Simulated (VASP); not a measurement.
# TiGe4Pd2 (P4/mmm) in VASP: further runs

Runs on TiGe4Pd2. Level: PBE. Tasks: single point, relaxation of cell and atoms.

Program: VASP 6.6.1. These are calculated values, not measurements. Logs are shortened: lines on timing, memory, paths and dates and some standing lists are left out, and cuts for length are marked.

## (1) The cell of the first run

Symmetry: P4/mmm, No. 123, tetragonal system. Conventional cell: a = 4.402 Å, b = 4.402 Å, c = 6.193 Å, α = 90.00°, β = 90.00°, γ = 90.00°. Ti (site symmetry 4/mmm) has 8 Ge at 2.74 Å and 6 Pd at 3.10 to 3.11 Å within 3.6 Å. Within 3.5 Å of Ge (site symmetry 2mm) lie 4 Pd at 2.65 to 2.74 Å and 2 Ti at 2.74 Å and 6 Ge at 2.95 to 3.25 Å. Within 3.5 Å of Pd (site symmetry 4/mmm) lie 8 Ge at 2.65 Å and 2 Ti at 3.10 Å. Pd (site symmetry 4/mmm) has 8 Ge at 2.74 Å and 4 Ti at 3.11 Å within 3.6 Å.

## (2) Single point, PBE (atoms taken out)

INCAR reads:

```
ALGO = Normal
EDIFF = 1E-6
ENCUT = 520
GGA = PE
ISIF = 2
ISMEAR = 0
LASPH = T
LCHARG = F
LREAL = F
LWAVE = F
NBANDS = 53
NELM = 80
PREC = Accurate
SIGMA = 0.2
```

KPOINTS reads:

```
k-points
0
Gamma
  4 4 3
```

POSCAR reads:

```
TiGe4Pd2
1.0
    4.4023094736      0.0000000000      0.0000000000
    0.0000000000      4.4023094736      0.0000000000
    0.0000000000      0.0000000000      6.1929423884
Ti Ge Pd
1 4 2
Direct
    0.5000000000      0.5000000000      0.0000000000
    0.0000000000      0.5000000000      0.7378373470
    0.5000000000      0.0000000000      0.7378373470
    0.0000000000      0.5000000000      0.2621626530
    0.5000000000      0.0000000000      0.2621626530
    0.5000000000      0.5000000000      0.5000000000
    0.0000000000      0.0000000000      0.0000000000
```

Potentials or basis: VASP PAW PBE potentials, release 64 (Ti_sv, Ge_d, Pd).

Launch:

```console
> cat potpaw_PBE.64/Ti_sv/POTCAR potpaw_PBE.64/Ge_d/POTCAR potpaw_PBE.64/Pd/POTCAR > POTCAR
> mpirun -np 1 vasp_std > vasp.out
```

OUTCAR:

```text
EDIFF = 1E-6
   ENCUT = 520
   GGA = PE
   ISIF = 2
   ISMEAR = 0
   LASPH = T
   LREAL = F
   NELM = 80
   PREC = Accurate

 ion  position               nearest neighbor table
   1  0.500  0.500  0.000-   2 2.74   3 2.74   4 2.74   5 2.74   3 2.74   5 2.74   2 2.74   4 2.74
                             6 3.10   6 3.10   7 3.11   7 3.11   7 3.11   7 3.11
   2  0.000  0.500  0.738-   6 2.65   6 2.65   7 2.74   7 2.74   1 2.74   1 2.74
   3  0.500  0.000  0.738-   6 2.65   6 2.65   7 2.74   1 2.74   1 2.74   7 2.74
   4  0.000  0.500  0.262-   6 2.65   6 2.65   7 2.74   7 2.74   1 2.74   1 2.74
   5  0.500  0.000  0.262-   6 2.65   6 2.65   7 2.74   1 2.74   1 2.74   7 2.74
   6  0.500  0.500  0.500-   2 2.65   3 2.65   4 2.65   5 2.65   3 2.65   5 2.65   2 2.65   4 2.65
                             1 3.10   1 3.10
   7  0.000  0.000  0.000-   2 2.74   3 2.74   4 2.74   5 2.74   2 2.74   4 2.74   3 2.74   5 2.74
                             1 3.11   1 3.11   1 3.11   1 3.11

  LATTYP: Found a simple tetragonal cell.
 ALAT       =     4.4023094736
 C/A-ratio  =     1.4067485318

  Lattice vectors:

 A1 = (   4.4023094736,   0.0000000000,   0.0000000000)
 A2 = (   0.0000000000,   4.4023094736,   0.0000000000)
 A3 = (   0.0000000000,   0.0000000000,   6.1929423884)

Analysis of symmetry for initial positions (statically):
=====================================================================
 Subroutine PRICEL returns:
 Original cell was already a primitive cell.

 Routine SETGRP: Setting up the symmetry group for a
 simple tetragonal supercell.

 Subroutine GETGRP returns: Found 16 space group operations
 (whereof 16 operations were pure point group operations)
 out of a pool of 16 trial point group operations.

The static configuration has the point symmetry D_4h.

Analysis of symmetry for dynamics (positions and initial velocities):
=====================================================================
 Subroutine PRICEL returns:
 Original cell was already a primitive cell.

 Routine SETGRP: Setting up the symmetry group for a
 simple tetragonal supercell.

 Subroutine GETGRP returns: Found 16 space group operations
 (whereof 16 operations were pure point group operations)
 out of a pool of 16 trial point group operations.

The dynamic configuration has the point symmetry D_4h.

 Subroutine INISYM returns: Found 16 space group operations
 (whereof 16 operations are pure point group operations),
 and found     1 'primitive' translations

----------------------------------------------------------------------------------------

                                     Primitive cell
[... 95 lines left out ...]
   ISYM   =      2    0-nonsym 1-usesym 2-fastsym
   POTIM  = 0.5000    time-step for ionic-motion
   TEBEG  =    0.0;   TEEND  =   0.0 temperature during run
   PSTRESS=    0.0 pullay stress
   NELECT =      88.0000    total number of electrons
   NUPDOWN=      -1.0000    fix difference up-down
   EMIN   =  10.00;   EMAX   =-10.00  energy-range for DOS
   EFERMI =   0.00;   METHOD = LEGACY
   ISMEAR =     0;   SIGMA  =   0.20  broadening in eV -4-tet -1-fermi 0-gaus
   EFERMI_NEDOS =   21; number of points for ismear=-14 and -15
   IALGO  =     38    algorithm
   IMIX   =      4    mixing-type and parameters
     AMIX     =   0.40;   BMIX     =  1.00
     AMIX_MAG =   1.60;   BMIX_MAG =  1.00
  volume/ion in A,a.u.               =      17.15       115.71
  Fermi-wavevector in a.u.,A,eV,Ry     =   1.476215  2.789642 29.649969  2.179211
  Thomas-Fermi vector in A             =   2.590769
   LORBIT       =      0    0 simple, 1 ext, 2 COOP (PROOUT), +10 PAW based schemes
   GGA     = PE    functional components
   LHFCALC =     F    Hartree Fock is set to
   AEXX    =    0.0000 exact exchange contribution
   IVDW    =     0    specifies the selected vdW correction
   LEPSILON=     F    determine dielectric tensor
   LRPA    =     F    only Hartree local field effects (RPA)
 non-spin polarized calculation
 Gauss-broadening in eV      SIGMA  =   0.20
  energy-cutoff  :      520.00
  volume of cell :      120.02
 maximum number of plane-waves:      3248
 NGX is ok and might be reduce to    36
   NGX = 17   NGY = 17   NGZ = 23

 number of electron      88.0000082 magnetization

 Free energy of the ion-electron system (eV)
  ---------------------------------------------------
  ext. energy  EPLUGINS =         0.00000000
  ---------------------------------------------------
  free energy    TOTEN  =       -38.58576298 eV

  energy without entropy =      -38.50573520  energy(sigma->0) =      -38.54574909

 E-fermi :   8.2336     XC(G=0): -11.7727

 val. band max:        8.1630112702   @ k =   0.2500   0.2500   0.3333
 cond. band min:       8.2520737165   @ k =   0.5000   0.5000   0.3333
 fundamental gap:      0.0890624463
 Fermi energy:         8.2336327498

 k-point     1 :       0.0000    0.0000    0.0000
  band No.  band energies     occupation
      1     -48.9753      2.00000
      2     -25.2750      2.00000
      3     -25.2718      2.00000
      4     -25.2718      2.00000
      5     -16.5894      2.00000
      6     -16.5792      2.00000
[... 661 lines left out ...]
     52      12.5532      0.00000
     53      12.8320      0.00000

------------------------ aborting loop because EDIFF is reached ----------------------------------------

  FORCE on cell =-STRESS in cart. coord.  units (eV):
  Direction    XX          YY          ZZ          XY          YZ          ZX
  --------------------------------------------------------------------------------------
  -------------------------------------------------------------------------------------
  Total       -0.2477238     -0.2477238     -0.1520681      0.0000000      0.0000000     -0.0000000
  in kB       -3.3068929     -3.3068929     -2.0299747      0.0000000      0.0000000     -0.0000000
  external PRESSURE =      -2.8812535 kB  Pullay stress =       0.0000000 kB

 VOLUME and BASIS-vectors are now :
 -----------------------------------------------------------------------------
  energy-cutoff  :      520.00
  volume of cell :      120.02
      direct lattice vectors                 reciprocal lattice vectors
     4.402309474  0.000000000  0.000000000     0.227153499  0.000000000  0.000000000
     0.000000000  4.402309474  0.000000000     0.000000000  0.227153499  0.000000000
     0.000000000  0.000000000  6.192942388     0.000000000  0.000000000  0.161474133

 POSITION                                       TOTAL-FORCE (eV/Angst)
 -----------------------------------------------------------------------------------
      2.20115      2.20115      0.00000        -0.000000      0.000000      0.000000
      0.00000      2.20115      4.56938        -0.000000      0.000000     -0.011302
      2.20115      0.00000      4.56938        -0.000000     -0.000000     -0.011302
      0.00000      2.20115      1.62356         0.000000      0.000000      0.011302
      2.20115      0.00000      1.62356        -0.000000      0.000000      0.011302
      2.20115      2.20115      3.09647        -0.000000      0.000000      0.000000
      0.00000      0.00000      0.00000        -0.000000      0.000000      0.000000
 -----------------------------------------------------------------------------------
    total drift:                                0.000000      0.000000     -0.000000

  FREE ENERGIE OF THE ION-ELECTRON SYSTEM (eV)
  ---------------------------------------------------
  free  energy   TOTEN  =       -38.5857629768 eV

  energy  without entropy=      -38.5057351989  energy(sigma->0) =      -38.54574909
```

OSZICAR:

```text
N       E                     dE             d eps       ncg     rms          rms(c)
DAV:   1     0.108424036837E+04    0.10842E+04   -0.40324E+04  1644   0.419E+03
DAV:   2     0.172448103292E+03   -0.91179E+03   -0.88552E+03  1280   0.106E+03
DAV:   3    -0.194378777668E+02   -0.19189E+03   -0.18602E+03  1399   0.260E+02
DAV:   4    -0.401443923873E+02   -0.20707E+02   -0.20241E+02  1891   0.836E+01
DAV:   5    -0.411621398820E+02   -0.10177E+01   -0.10093E+01  1651   0.175E+01    0.150E+01
DAV:   6    -0.413081218330E+02   -0.14598E+00   -0.33870E+01  1780   0.216E+01    0.157E+01
DAV:   7    -0.394239147596E+02    0.18842E+01   -0.39540E+01  1552   0.229E+01    0.867E+00
DAV:   8    -0.387734188348E+02    0.65050E+00   -0.22272E+00  1470   0.771E+00    0.438E+00
DAV:   9    -0.386165771824E+02    0.15684E+00   -0.14702E+00  1626   0.489E+00    0.185E+00
DAV:  10    -0.385892521594E+02    0.27325E-01   -0.14175E-01  1540   0.227E+00    0.793E-01
DAV:  11    -0.385859366768E+02    0.33155E-02   -0.34822E-02  1609   0.962E-01    0.253E-01
DAV:  12    -0.385857478387E+02    0.18884E-03   -0.43591E-03  1759   0.402E-01    0.111E-01
DAV:  13    -0.385857569131E+02   -0.90744E-05   -0.67962E-04  1604   0.142E-01    0.297E-02
DAV:  14    -0.385857599285E+02   -0.30155E-05   -0.61826E-05  1591   0.674E-02    0.910E-03
DAV:  15    -0.385857622719E+02   -0.23434E-05   -0.90184E-06  1385   0.192E-02    0.400E-03
DAV:  16    -0.385857629768E+02   -0.70490E-06   -0.88041E-07   900   0.566E-03
   1 F= -.38585763E+02 E0= -.38545749E+02  d E =-.800278E-01
```

Run time: 70 s. Hardware: 1 thread of AMD EPYC 7R13 (Zen 3), shared host; peak memory 0.24 GiB.

What came out:

| Item | Value |
| --- | --- |
| Free energy | -38.5858 eV |
| Pressure | -0.3 GPa |
| Largest force | 0.011 eV/Å |
| Band gap on the k mesh | zero (bands 44 and 45 overlap by 0.25 eV) |

Forces in eV/Å, atoms in the order of the input:
```
Ti   0.000  0.000  0.000
Ge   0.000  0.000 -0.011
Ge   0.000  0.000 -0.011
Ge   0.000  0.000  0.011
Ge   0.000  0.000  0.011
Pd   0.000  0.000  0.000
Pd   0.000  0.000  0.000
```

Caveat: the cell differs from its parent crystal (atoms taken out).

## (3) Relaxation of cell and atoms, PBE (atoms taken out)

INCAR reads:

```
PREC     = Accurate       # precision mode
ENCUT    = 600            # plane-wave cutoff, eV
EDIFF    = 1E-6           # SCF threshold, eV
ISMEAR   = 0              # smearing method
SIGMA    = 0.2            # smearing width, eV
LREAL    = False          # projectors in reciprocal space
LASPH    = True           # aspherical terms in the spheres
NELM     = 60             # most SCF steps
ALGO     = Normal         # electronic algorithm
ISIF     = 3              # what is computed and relaxed
LWAVE    = False          # write WAVECAR
LCHARG   = False          # write CHGCAR
GGA      = PE             # functional
IBRION   = 2              # ionic algorithm
NSW      = 36             # ionic steps
EDIFFG   = -0.08          # ionic threshold
```

KPOINTS reads:

```
regular mesh
0
Gamma
  4 4 3
```

POSCAR reads:

```
TiGe4Pd2
1.0
    4.3400000000      0.0000000000      0.0000000000
    0.0000000000      4.3400000000      0.0000000000
    0.0000000000      0.0000000000      6.1400000000
Ti Ge Pd
1 4 2
Direct
    0.5000000000      0.5000000000      0.0000000000
    0.0000000000      0.5000000000      0.7500000000
    0.5000000000      0.0000000000      0.7500000000
    0.0000000000      0.5000000000      0.2500000000
    0.5000000000      0.0000000000      0.2500000000
    0.5000000000      0.5000000000      0.5000000000
    0.0000000000      0.0000000000      0.0000000000
```

Potentials or basis: VASP PAW PBE potentials, release 64 (Ti_sv, Ge_d, Pd).

Launch:

```console
> cat potpaw_PBE.64/Ti_sv/POTCAR potpaw_PBE.64/Ge_d/POTCAR potpaw_PBE.64/Pd/POTCAR > POTCAR
> mpirun -np 1 vasp_std > vasp.out
```

Run time: 5 min. Hardware: 1 thread of AMD EPYC 7R13 (Zen 3), shared host; peak memory 0.27 GiB.

Results (log left out):

```yaml
Free_energy: -38.5833 eV
Relaxed_volume: 17.04 Å³/atom
Relaxed_cell: a = 4.402 Å, b = 4.402 Å, c = 6.158 Å, α = 90.00°, β = 90.00°, γ = 90.00°
Space_group_after_relaxing_to_0.1_Å: P4/mmm (No. 123)
Energy_gained_by_relaxing: 24.2 meV/atom
Ionic_steps: 5
Pressure_after_relaxing: 0.2 GPa
Largest_force_after_relaxing: 0.040 eV/Å
Band_gap_on_the_k_mesh: zero (bands 44 and 45 overlap by 0.23 eV)
```

Forces on the atoms (eV/Å):
```
Ti   0.000  0.000  0.000
Ge   0.000  0.000  0.040
Ge   0.000  0.000  0.040
Ge   0.000  0.000 -0.040
Ge   0.000  0.000 -0.040
Pd   0.000  0.000  0.000
Pd   0.000  0.000  0.000
```

Stress tensor (GPa, compression positive):
```
-0.01  0.00  0.00
 0.00 -0.01  0.00
 0.00  0.00  0.62
```

Step by step:
```
step  energy change (eV)  largest force (eV/Å)  pressure (GPa)  volume (Å³)
   1              0.0000                0.6882            5.53       115.65
   2             -0.0746                0.1761           -4.18       125.46
   3             -0.1232                0.3553           -0.82       121.50
   4             -0.1487                0.2530           -0.61       120.85
   5             -0.1695                0.0399            0.20       119.30
```

Final structure:
```
Ti Ge Pd
1.0
     4.40159    0.00000    0.00000
     0.00000    4.40159    0.00000
     0.00000    0.00000    6.15754
Ti Ge Pd
1 4 2
Direct
  0.50000 0.50000 0.00000
  0.00000 0.50000 0.73659
  0.50000 0.00000 0.73659
  0.00000 0.50000 0.26341
  0.50000 0.00000 0.26341
  0.50000 0.50000 0.50000
  0.00000 0.00000 0.00000
```

Levels at points of the mesh, in eV from the Fermi level:
```csv
k point,band 41,band 42,band 43,band 44,band 45,band 46,band 47,band 48
"(0.00, 0.00, 0.00)",-1.47,-0.33,-0.33,0.25,1.14,1.28,2.61,2.61
"(0.50, 0.00, 0.00)",-1.46,-0.93,-0.52,-0.41,0.55,0.69,0.79,1.05
"(0.50, 0.50, 0.00)",-3.10,-3.01,-1.46,-1.46,0.10,1.24,1.27,1.27
```

Caveat: the k points lie up to 0.36 Å⁻¹ apart in the final cell; the cell differs from its parent crystal (atoms taken out); the relaxation stopped at a loose force limit of 0.08 eV/Å, so its end isn't a converged minimum.

(Continued in part 2 of 2.)
